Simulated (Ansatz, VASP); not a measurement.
# Sb in VASP and in Ansatz

File INCAR:

```
ALGO = Normal ; EDIFF = 1E-6
EDIFFG = -0.01 ; ENCUT = 600
IBRION = 2 ; ISIF = 3
ISMEAR = 0 ; LASPH = T
LCHARG = F ; LREAL = F
LWAVE = F ; NELM = 60
NSW = 80 ; PREC = Accurate
SIGMA = 0.05
```

KPOINTS

```
k-points
0
Gamma
  12 12 12
```

POSCAR

```
Sb
1.0
    2.1107707375      1.2186540535      3.9141663933
   -2.1107707375      1.2186540535      3.9141663933
    0.0000000000     -2.4373081070      3.9141663933
Sb
2
Direct
    0.2275400000      0.2275400000      0.2275400000
    0.7724600000      0.7724600000      0.7724600000
```

Input for Ansatz:

```yaml
crystal:
  lattice:
    - [2.1107707375, 1.2186540535, 3.9141663933]
    - [-2.1107707375, 1.2186540535, 3.9141663933]
    - [0.0, -2.437308107, 3.9141663933]
  atoms:
    - { symbol: Sb, position: [0.22754, 0.22754, 0.22754] }
    - { symbol: Sb, position: [0.77246, 0.77246, 0.77246] }
basis:
  ecutwfc: 420
  ecutrho_ratio: 4
kpoints:
  mp_grid: { grid: [12, 12, 12] }
hamiltonian:
  xc: lda
scf:
  occupations: { method: gaussian, width: 0.05 }
output:
  forces: true
  stress: true
  eigenvalues: true
relax:
  f_tol: 0.01
  max_steps: 60
  cell: { stress_tol: 0.15 }
```

Alike in both runs: task relaxation of cell and atoms; functional LDA; k mesh 12 × 12 × 12; occupations gaussian, width 0.05 eV; no spin polarisation.

|  | VASP | Ansatz |
| --- | --- | --- |
| version | VASP 6.6.1 | Ansatz 0.2.0 |
| potentials or method | VASP PAW LDA potentials, release 64 (Sb), cutoff 600 eV | scalar-relativistic, plane waves, PAW |
| valence electrons in the cell | 10 | 30 |

Ansatz gave:

- relaxed volume (Å³/atom): 29.18
- relaxed cell length with the largest relative difference (Å): 4.416

Question: Estimate VASP's values.

Answer: Relaxed volume (Å³/atom): 29.24; relaxed cell length with the largest relative difference (Å): 4.413.

LDA's correlation is that of Perdew and Zunger in VASP and of Perdew and Wang (1992) in Ansatz. VASP's potentials hold 10 valence electrons a cell and Ansatz's 30, so a difference there can come from the potentials and not from the codes.

Spin-orbit coupling is off throughout.
